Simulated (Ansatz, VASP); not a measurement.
**One calculation of BaTiO3, two programs**

Contents of INCAR:

```
SYSTEM = BaTiO3
PREC = Accurate
ENCUT = 520
EDIFF = 1E-7
ISMEAR = 0
SIGMA = 0.02
LREAL = .FALSE.
LASPH = .TRUE.
NELM = 80
ALGO = Normal
ISIF = 2
LWAVE = .FALSE.
LCHARG = .FALSE.
GGA = PS
NBANDS = 28
```

KPOINTS

```
regular mesh
0
G
  6 6 6
  0 0 0
```

File POSCAR:

```
BaTiO3
1.0
    3.9589300000      0.0000000000      0.0000000000
    0.0000000000      2.8179873333      2.8451500000
    0.0000000000     -2.8179873333      2.8451500000
Ba Ti O
1 1 3
Direct
    0.0000000000      0.0000000000      0.0000000000
    0.5000000000      0.5124000000      0.5124000000
    0.0000000000      0.4874000000      0.4874000000
    0.5000000000      0.5052400000      0.9918400000
    0.5000000000      0.9918400000      0.5052400000
```

Input for Ansatz:

```yaml
crystal:
  lattice:
    - [3.95893, 0.0, 0.0]
    - [0.0, 2.8179873333333334, 2.84515]
    - [0.0, -2.8179873333333334, 2.84515]
  atoms:
    - { symbol: Ba, position: [0.0, 0.0, 0.0] }
    - { symbol: Ti, position: [0.5, 0.5124, 0.5124] }
    - { symbol: O, position: [0.0, 0.4874, 0.4874] }
    - { symbol: O, position: [0.5, 0.50524, 0.99184] }
    - { symbol: O, position: [0.5, 0.99184, 0.50524] }
basis:
  ecutwfc: 420.0
kpoints:
  mp_grid:
    grid: [6, 6, 6]
hamiltonian:
  xc: pbesol
scf:
  occupations:
    method: gaussian
    width: 0.02
output:
  stress: true
```

Alike in both runs: task single point; functional PBEsol; k mesh 6 × 6 × 6; occupations gaussian, width 0.02 eV; no spin polarisation.

|  | VASP | Ansatz |
| --- | --- | --- |
| version | VASP 6.6.1 | Ansatz 0.2.0 |
| potentials or method | VASP PAW PBE potentials, release 64 (Ba_sv, Ti_sv, O), cutoff 520 eV | plane waves, PAW |
| valence electrons in the cell | 40 | 40 |

|  | VASP | Ansatz | Ansatz less VASP |
| --- | --- | --- | --- |
| pressure (GPa) | 0.2 | -1.7 | -1.91 |
| traceless stress, the component that is largest in VASP (GPa) | -1.42 | -1.40 | +0.025 |

VASP's potentials were made for PBE, not for PBEsol.

Spin-orbit coupling is off throughout.
